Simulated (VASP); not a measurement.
# Ta6C in VASP: notebook

Runs on Ta6C. Level: PBE. Tasks: single point.

Everything below comes from runs of VASP 6.6.1. Logs are shortened: lines on timing, memory, paths and dates and some standing lists are left out, and cuts for length are marked.

### Step 1. The cell of the first run

The cell holds a slab with vacuum, 7 atoms: a = 4.694 Å, b = 4.694 Å, c = 19.988 Å, α = 90.00°, β = 90.00°, γ = 120.00°.

### Step 2. Single point, PBE

File INCAR:

```
SYSTEM = Ta6C
PREC = Accurate ; ENCUT = 520
EDIFF = 1E-6 ; ISMEAR = 0
SIGMA = 0.1 ; LREAL = .FALSE.
LASPH = .TRUE. ; NELM = 80
ALGO = Normal ; ISIF = 2
LWAVE = .FALSE. ; LCHARG = .FALSE.
LDIPOL = .TRUE. ; IDIPOL = 3
DIPOL = 0.5 0.5 0.342 ; GGA = PE
NBANDS = 44
```

File KPOINTS:

```
regular mesh
0
G
  6 6 1
  0 0 0
```

File POSCAR:

```
Ta6C
1.0
    4.6937283334      0.0000000000      0.0000000000
   -2.3468641667      4.0648879751      0.0000000000
    0.0000000000      0.0000000000     19.9881921067
Ta C
6 1
Direct
    0.6666666667      0.3333333333      0.2001181487
    0.3333333333      0.6666666667      0.2480516125
    0.0000000000      0.0000000000      0.2959850764
    0.6666666667      0.3333333333      0.3401842440
    0.3333333333      0.6666666667      0.3819724415
    0.0000000000      0.0000000000      0.4246603225
    0.0000000000      0.2222222222      0.5013649774
```

Potentials or basis: VASP PAW PBE potentials, release 64 (Ta_pv, C).

Command:

```bash
> cat potpaw_PBE.64/Ta_pv/POTCAR potpaw_PBE.64/C/POTCAR > POTCAR
> mpirun -np 1 vasp_std > vasp.out
```

OUTCAR:

```text
SYSTEM = Ta6C
   PREC = Accurate
   ENCUT = 520
   EDIFF = 1E-6
   ISMEAR = 0
   LREAL = .FALSE.
   LASPH = .TRUE.
   NELM = 80
   ISIF = 2
   GGA = PE

 ion  position               nearest neighbor table
   1  0.667  0.333  0.200-   4 2.80   2 2.87   2 2.87   2 2.87   3 3.32   3 3.32   3 3.32
   2  0.333  0.667  0.248-   5 2.68   1 2.87   1 2.87   3 2.87   1 2.87   3 2.87   3 2.87   4 3.28
                             4 3.28   4 3.28
   3  0.000  0.000  0.296-   6 2.57   4 2.85   4 2.85   4 2.85   2 2.87   2 2.87   2 2.87   5 3.21
                             5 3.21   5 3.21   1 3.32   1 3.32   1 3.32
   4  0.667  0.333  0.340-   1 2.80   5 2.84   5 2.84   5 2.84   3 2.85   3 2.85   3 2.85   6 3.19
                             6 3.19   6 3.19   2 3.28   2 3.28   2 3.28
   5  0.333  0.667  0.382-   2 2.68   4 2.84   4 2.84   4 2.84   6 2.84   6 2.84   6 2.84   3 3.21
                             3 3.21   3 3.21
   6  0.000  0.000  0.425-   7 1.85   3 2.57   5 2.84   5 2.84   5 2.84   4 3.19   4 3.19   4 3.19

   7  0.000  0.222  0.501-   6 1.85

  LATTYP: Found a hexagonal cell.
 ALAT       =     4.6937283334
 C/A-ratio  =     4.2584893473

  Lattice vectors:

 A1 = (   4.6937283334,   0.0000000000,   0.0000000000)
 A2 = (  -2.3468641667,   4.0648879751,   0.0000000000)
 A3 = (   0.0000000000,   0.0000000000,  19.9881921067)

Analysis of symmetry for initial positions (statically):
=====================================================================
 Subroutine PRICEL returns:
 Original cell was already a primitive cell.

 Routine SETGRP: Setting up the symmetry group for a
 hexagonal supercell.

 Subroutine GETGRP returns: Found  1 space group operations
 (whereof  1 operations were pure point group operations)
 out of a pool of 24 trial point group operations.

The static configuration has the point symmetry C_1 .

Analysis of symmetry for dynamics (positions and initial velocities):
=====================================================================
 Subroutine PRICEL returns:
 Original cell was already a primitive cell.

 Routine SETGRP: Setting up the symmetry group for a
 hexagonal supercell.

 Subroutine GETGRP returns: Found  1 space group operations
 (whereof  1 operations were pure point group operations)
 out of a pool of 24 trial point group operations.

The dynamic configuration has the point symmetry C_1 .

 Subroutine INISYM returns: Found  1 space group operations
 (whereof  1 operations are pure point group operations),
 and found     1 'primitive' translations

----------------------------------------------------------------------------------------

                                     Primitive cell

  volume of cell :     381.3643

  direct lattice vectors                    reciprocal lattice vectors
     4.693728333  0.000000000  0.000000000     0.213050251  0.123004620  0.000000000
    -2.346864167  4.064887975  0.000000000     0.000000000  0.246009240  0.000000000
     0.000000000  0.000000000 19.988192107     0.000000000  0.000000000  0.050029537

  length of vectors
     4.693728333  4.693728333 19.988192107     0.246009240  0.246009240  0.050029537

  position of ions in fractional coordinates (direct lattice)
     0.666666667  0.333333333  0.200118149
     0.333333333  0.666666667  0.248051612
     0.000000000  0.000000000  0.295985076
     0.666666667  0.333333333  0.340184244
     0.333333333  0.666666667  0.381972441
     0.000000000  0.000000000  0.424660323
     0.000000000  0.222222222  0.501364977

  ion indices of the primitive-cell ions
   primitive index   ion index
                 1           1
                 2           2
                 3           3
                 4           4
                 5           5
                 6           6
                 7           7

----------------------------------------------------------------------------------------

 KPOINTS: regular mesh

Automatic generation of k-mesh.
 Grid dimensions read from file:
 generate k-points for:    6    6    1

 Generating k-lattice:

  Cartesian coordinates                     Fractional coordinates (reciprocal lattice)
     0.035508375  0.020500770  0.000000000     0.166666667  0.000000000  0.000000000
     0.000000000  0.041001540  0.000000000     0.000000000  0.166666667  0.000000000
     0.000000000  0.000000000  0.050029537     0.000000000  0.000000000  1.000000000

  Length of vectors
     0.041001540  0.041001540  0.050029537

  Shift w.r.t. Gamma in fractional coordinates (k-lattice)
     0.000000000  0.000000000  0.000000000

 Subroutine IBZKPT returns following result:
 ===========================================

 Found     20 irreducible k-points:

 Following reciprocal coordinates:
            Coordinates               Weight
  0.000000  0.000000  0.000000      1.000000
  0.166667 -0.000000  0.000000      2.000000
  0.000000  0.166667  0.000000      2.000000
 -0.166667  0.166667  0.000000      2.000000
  0.333333 -0.000000  0.000000      2.000000
  0.000000  0.333333  0.000000      2.000000
[... 12 lines left out ...]
  0.500000 -0.166667  0.000000      2.000000
  0.333333  0.333333  0.000000      2.000000
   k-points           NKPTS =     20   k-points in BZ     NKDIM =     20   number of bands    NBANDS=     44
   number of dos      NEDOS =    301   number of ions     NIONS =      7
   total plane-waves  NPLWV = 194400
   dimension x,y,z NGX =    36 NGY =   36 NGZ =  150
   dimension x,y,z NGXF=    72 NGYF=   72 NGZF=  300
   ions per type =               6   1
   NGX,Y,Z   is equivalent  to a cutoff of  12.75, 12.75, 12.48 a.u.
   NGXF,Y,Z  is equivalent  to a cutoff of  25.50, 25.50, 24.95 a.u.
 SYSTEM =  Ta6C
   PREC   = accura    normal or accurate (medium, high low for compatibility)
   ISTART =      0    job   : 0-new  1-cont  2-samecut
   ICHARG =      2    charge: 1-file 2-atom 10-const
   ISPIN  =      1    spin polarized calculation?
   LNONCOLLINEAR =      F non collinear calculations
   LSORBIT =      F    spin-orbit coupling
   LASPH  =      T    aspherical Exc in radial PAW
   ENCUT  =  520.0 eV  38.22 Ry    6.18 a.u.   8.73  8.73 37.16*2*pi/ulx,y,z
   NELM   =     80;   NELMIN=  2; NELMDL= -5     # of ELM steps
   EDIFF  = 0.1E-05   stopping-criterion for ELM
   LREAL  =      F    real-space projection
   EDIFFG = 0.1E-04   stopping-criterion for IOM
   NSW    =      0    number of steps for IOM
   IBRION =     -1    ionic relax: 0-MD 1-quasi-New 2-CG
   NFREE  =      0    steps in history (QN), initial steepest desc. (CG)
   ISIF   =      2    stress and relaxation
   ISYM   =      2    0-nonsym 1-usesym 2-fastsym
   POTIM  = 0.5000    time-step for ionic-motion
   TEBEG  =    0.0;   TEEND  =   0.0 temperature during run
   PSTRESS=    0.0 pullay stress
   NELECT =      70.0000    total number of electrons
   NUPDOWN=      -1.0000    fix difference up-down
   EMIN   =  10.00;   EMAX   =-10.00  energy-range for DOS
   EFERMI =   0.00;   METHOD = LEGACY
   ISMEAR =     0;   SIGMA  =   0.10  broadening in eV -4-tet -1-fermi 0-gaus
   EFERMI_NEDOS =   21; number of points for ismear=-14 and -15
   IALGO  =     38    algorithm
   IMIX   =      4    mixing-type and parameters
     AMIX     =   0.40;   BMIX     =  1.00
     AMIX_MAG =   1.60;   BMIX_MAG =  1.00
  volume/ion in A,a.u.               =      54.48       367.65
  Fermi-wavevector in a.u.,A,eV,Ry     =   0.930381  1.758165 11.777323  0.865609
  Thomas-Fermi vector in A             =   2.056763
   LORBIT       =      0    0 simple, 1 ext, 2 COOP (PROOUT), +10 PAW based schemes
   GGA     = PE    functional components
   LHFCALC =     F    Hartree Fock is set to
   AEXX    =    0.0000 exact exchange contribution
   IVDW    =     0    specifies the selected vdW correction
   LEPSILON=     F    determine dielectric tensor
   LRPA    =     F    only Hartree local field effects (RPA)
 non-spin polarized calculation
 Gauss-broadening in eV      SIGMA  =   0.10
  energy-cutoff  :      520.00
  volume of cell :      381.36
 maximum number of plane-waves:     10285
   NGX = 17   NGY = 17   NGZ = 75

 dipolmoment           0.000000      0.000000     -0.472525 electrons x Angstroem

 number of electron      69.9999991 magnetization

 dipolmoment           0.000000      0.000000      0.289621 electrons x Angstroem

 Free energy of the ion-electron system (eV)
  ---------------------------------------------------
  ext. energy  EPLUGINS =         0.00000000
  ---------------------------------------------------
  free energy    TOTEN  =       -69.39028018 eV

  energy without entropy =      -69.33572594  energy(sigma->0) =      -69.36300306

 E-fermi :  -1.5802     XC(G=0):  -4.9773

 val. band max:       -1.5840884301   @ k =   0.1667  -0.0000   0.0000
 cond. band min:      -1.5679109480   @ k =   0.5000   0.5000   0.0000
 fundamental gap:      0.0161774821
 Fermi energy:        -1.5801928308

 k-point     1 :       0.0000    0.0000    0.0000
  band No.  band energies     occupation
      1     -36.1652      2.00000
      2     -36.0505      2.00000
      3     -36.0176      2.00000
      4     -35.9921      2.00000
      5     -35.8530      2.00000
      6     -35.8452      2.00000
[... 36 lines left out ...]
     43       0.7815      0.00000
     44       1.3409      0.00000

 k-point     2 :       0.1667   -0.0000    0.0000
  band No.  band energies     occupation
      1     -36.1763      2.00000
      2     -36.0697      2.00000
      3     -36.0464      2.00000
      4     -36.0093      2.00000
      5     -35.8970      2.00000
      6     -35.8646      2.00000
[... 36 lines left out ...]
     43       0.6577      0.00000
     44       1.3664      0.00000

 k-point     3 :       0.0000    0.1667    0.0000
  band No.  band energies     occupation
      1     -36.1769      2.00000
      2     -36.0689      2.00000
      3     -36.0338      2.00000
      4     -36.0239      2.00000
      5     -35.8913      2.00000
      6     -35.8658      2.00000
[... 788 lines left out ...]
     43       0.4172      0.00000
     44       0.9122      0.00000

 k-point    20 :       0.3333    0.3333    0.0000
  band No.  band energies     occupation
      1     -36.2069      2.00000
      2     -36.1812      2.00000
      3     -36.0398      2.00000
      4     -36.0029      2.00000
      5     -35.9770      2.00000
      6     -35.8015      2.00000
[... 36 lines left out ...]
     43       0.1900      0.00000
     44       0.6901      0.00000

------------------------ aborting loop because EDIFF is reached ----------------------------------------

 vacuum level on the upper side and lower side of the slab       (xc-potential included)         1.331        -1.345

  FORCE on cell =-STRESS in cart. coord.  units (eV):
  Direction    XX          YY          ZZ          XY          YZ          ZX
  --------------------------------------------------------------------------------------
  -------------------------------------------------------------------------------------
  Total       -1.1073513     -2.8000713     -1.1084355     -0.8896989      2.8236775     -0.8831410
  in kB       -4.6521743    -11.7635830     -4.6567290     -3.7377786     11.8627570     -3.7102277
  external PRESSURE =      -7.0241621 kB  Pullay stress =       0.0000000 kB

 VOLUME and BASIS-vectors are now :
 -----------------------------------------------------------------------------
  energy-cutoff  :      520.00
  volume of cell :      381.36
      direct lattice vectors                 reciprocal lattice vectors
     4.693728333  0.000000000  0.000000000     0.213050251  0.123004620  0.000000000
    -2.346864167  4.064887975  0.000000000     0.000000000  0.246009240  0.000000000
     0.000000000  0.000000000 19.988192107     0.000000000  0.000000000  0.050029537

 POSITION                                       TOTAL-FORCE (eV/Angst)
 -----------------------------------------------------------------------------------
      2.34686      1.35496      4.00000        -0.042212      0.038480      2.014419
     -0.00000      2.70993      4.95810         0.088863     -0.096573     -0.302336
      0.00000      0.00000      5.91621        -0.192250      0.030293     -2.553075
      2.34686      1.35496      6.79967        -0.096183      0.066781     -0.657233
     -0.00000      2.70993      7.63494         0.232354     -0.550489      1.138517
      0.00000      0.00000      8.48819         0.803700     -1.038616      0.240064
     -0.52153      0.90331     10.02138        -0.794272      1.550124      0.119643
 -----------------------------------------------------------------------------------
    total drift:                                0.000006     -0.000032      0.000067

  FREE ENERGIE OF THE ION-ELECTRON SYSTEM (eV)
  ---------------------------------------------------
  free  energy   TOTEN  =       -69.3902801840 eV

  energy  without entropy=      -69.3357259442  energy(sigma->0) =      -69.36300306

 vacuum level on the upper side and lower side of the slab         4.676         1.848
```

Wall time 12 min (1 thread of Intel Xeon Platinum 8259CL at 2.50GHz (Skylake/Cascade Lake), shared host); peak memory 0.61 GiB.

Results:

```
Free energy            : -69.3903 eV
Largest force          : 2.560 eV/Å
Band gap on the k mesh : zero (bands 35 and 36 overlap by 0.10 eV)
```

Forces on the atoms (eV/Å):
```
Ta  -0.042  0.038  2.014
Ta   0.089 -0.097 -0.302
Ta  -0.192  0.030 -2.553
Ta  -0.096  0.067 -0.657
Ta   0.232 -0.550  1.139
Ta   0.804 -1.039  0.240
C   -0.794  1.550  0.120
```

Caveat: spin-orbit coupling is left out, which moves the levels of the heavy elements.

### Step 3. Single point, PBE

File INCAR:

```
  ALGO = Normal
  DIPOL = 0.5 0.5 0.335
  EDIFF = 1E-6
  ENCUT = 520
  GGA = PE
  IDIPOL = 3
  ISIF = 2
  ISMEAR = 0
  LASPH = T
  LCHARG = T
  LDIPOL = T
  LELF = T
  LREAL = F
  LVACPOTAV = T
  LVHAR = T
  LWAVE = F
  NBANDS = 44
  NELM = 60
  PREC = Accurate
  SIGMA = 0.1
```

File KPOINTS:

```
k-points
0
Gamma
  6 6 1
```

Changes to POSCAR since step 2:

```diff
@@ -14,2 +14,2 @@
     0.0000000000      0.0000000000      0.4246603225
-    0.0000000000      0.2222222222      0.5013649774
+    0.0000000000      0.4444444444      0.4507596772
```

Potentials or basis: VASP PAW PBE potentials, release 64 (Ta_pv, C).

Command:

```bash
> cat potpaw_PBE.64/Ta_pv/POTCAR potpaw_PBE.64/C/POTCAR > POTCAR
> mpirun -np 1 vasp_std > vasp.out
```

OUTCAR:

```text
EDIFF = 1E-6
   ENCUT = 520
   GGA = PE
   ISIF = 2
   ISMEAR = 0
   LASPH = T
   LREAL = F
   NELM = 60
   PREC = Accurate

 ion  position               nearest neighbor table
   1  0.667  0.333  0.200-   4 2.80   2 2.87   2 2.87   2 2.87   3 3.32   3 3.32   3 3.32
   2  0.333  0.667  0.248-   5 2.68   1 2.87   1 2.87   3 2.87   1 2.87   3 2.87   3 2.87   4 3.28
                             4 3.28   4 3.28
   3  0.000  0.000  0.296-   6 2.57   4 2.85   4 2.85   4 2.85   2 2.87   2 2.87   2 2.87   5 3.21
                             5 3.21   5 3.21   1 3.32   1 3.32   1 3.32
   4  0.667  0.333  0.340-   7 2.61   1 2.80   5 2.84   5 2.84   5 2.84   3 2.85   3 2.85   3 2.85
                             6 3.19   6 3.19   6 3.19   2 3.28   2 3.28   2 3.28
[... 1154 lines left out ...]
  external PRESSURE =      -4.9503839 kB  Pullay stress =       0.0000000 kB

 VOLUME and BASIS-vectors are now :
 -----------------------------------------------------------------------------
  energy-cutoff  :      520.00
  volume of cell :      381.36
      direct lattice vectors                 reciprocal lattice vectors
     4.693728333  0.000000000  0.000000000     0.213050251  0.123004620  0.000000000
    -2.346864167  4.064887975  0.000000000     0.000000000  0.246009240  0.000000000
     0.000000000  0.000000000 19.988192107     0.000000000  0.000000000  0.050029537

 POSITION                                       TOTAL-FORCE (eV/Angst)
 -----------------------------------------------------------------------------------
      2.34686      1.35496      4.00000         0.387081      0.254210      1.614477
     -0.00000      2.70993      4.95810        -0.085318     -0.099941     -0.638735
      0.00000      0.00000      5.91621        -0.150581     -0.253278     -2.434536
      2.34686      1.35496      6.79967         0.081869      0.216656      0.368389
     -0.00000      2.70993      7.63494         1.198041      1.196119     -1.196788
      0.00000      0.00000      8.48819        -0.376349     -0.236767      2.232579
     -1.04305      1.80662      9.00987        -1.054742     -1.076999      0.054612
 -----------------------------------------------------------------------------------
    total drift:                                0.000027     -0.000016      0.000162

  FREE ENERGIE OF THE ION-ELECTRON SYSTEM (eV)
  ---------------------------------------------------
  free  energy   TOTEN  =       -72.6767210253 eV

  energy  without entropy=      -72.6425274763  energy(sigma->0) =      -72.65962425

 vacuum level on the upper side and lower side of the slab         3.776         2.365
```

OSZICAR:

```text
N       E                     dE             d eps       ncg     rms          rms(c)
DAV:   1     0.538801154698E+03    0.53880E+03   -0.38371E+04  2288   0.135E+03
DAV:   2    -0.487684033451E+02   -0.58757E+03   -0.57590E+03  2092   0.348E+02
DAV:   3    -0.805093509444E+02   -0.31741E+02   -0.30781E+02  2192   0.684E+01
[... 22 lines left out ...]
DAV:  26    -0.726766963963E+02   -0.35199E-04   -0.24964E-06  1480   0.396E-03    0.186E-03
DAV:  27    -0.726767117850E+02   -0.15389E-04   -0.15926E-06  1472   0.331E-03    0.744E-04
DAV:  28    -0.726767184446E+02   -0.66597E-05   -0.56780E-07  1412   0.183E-03    0.493E-04
DAV:  29    -0.726767205460E+02   -0.21013E-05   -0.25369E-07  1372   0.140E-03    0.176E-04
DAV:  30    -0.726767210253E+02   -0.47931E-06   -0.83952E-08  1268   0.686E-04
   1 F= -.72676721E+02 E0= -.72659624E+02  d E =-.341935E-01
```

stdout:

```text
POSCAR found type information on POSCAR TaC
 POSCAR found :  2 types and       7 ions
 scaLAPACK will be used
 LDA part: xc-table for (Slater+PW92), standard interpolation
 POSCAR, INCAR and KPOINTS ok, starting setup
 FFT: planning ... GRIDC
 FFT: planning ... GRID_SOFT
 FFT: planning ... GRID
 WAVECAR not read
 entering main loop
 -----------------------------------------------------------------------------
|                                                                             |
|           W    W    AA    RRRRR   N    N  II  N    N   GGGG   !!!           |
|           W    W   A  A   R    R  NN   N  II  NN   N  G    G  !!!           |
|           W    W  A    A  R    R  N N  N  II  N N  N  G       !!!           |
|           W WW W  AAAAAA  RRRRR   N  N N  II  N  N N  G  GGG   !            |
|           WW  WW  A    A  R   R   N   NN  II  N   NN  G    G                |
|           W    W  A    A  R    R  N    N  II  N    N   GGGG   !!!           |
|                                                                             |
|     Did not find any points to average over, which means that no vacuum     |
|     field-free region was found. Please increase the size of  your cell     |
|     in the dimension of the dipole correction to obtain accurate            |
|     workfunction values.                                                    |
|                                                                             |
 -----------------------------------------------------------------------------
```

Wall time 12 min (1 thread of Intel Xeon Platinum 8259CL at 2.50GHz (Skylake/Cascade Lake), shared host); peak memory 0.62 GiB.

What came out:

- Free energy: -72.6767 eV
- Largest force: 2.452 eV/Å
- Band gap on the k mesh: zero (bands 35 and 36 overlap by 0.18 eV)

Forces on the atoms (eV/Å):
```
Ta   0.387  0.254  1.614
Ta  -0.085 -0.100 -0.639
Ta  -0.151 -0.253 -2.435
Ta   0.082  0.217  0.368
Ta   1.198  1.196 -1.197
Ta  -0.376 -0.237  2.233
C   -1.055 -1.077  0.055
```

Caveat: spin-orbit coupling is left out, which moves the levels of the heavy elements.
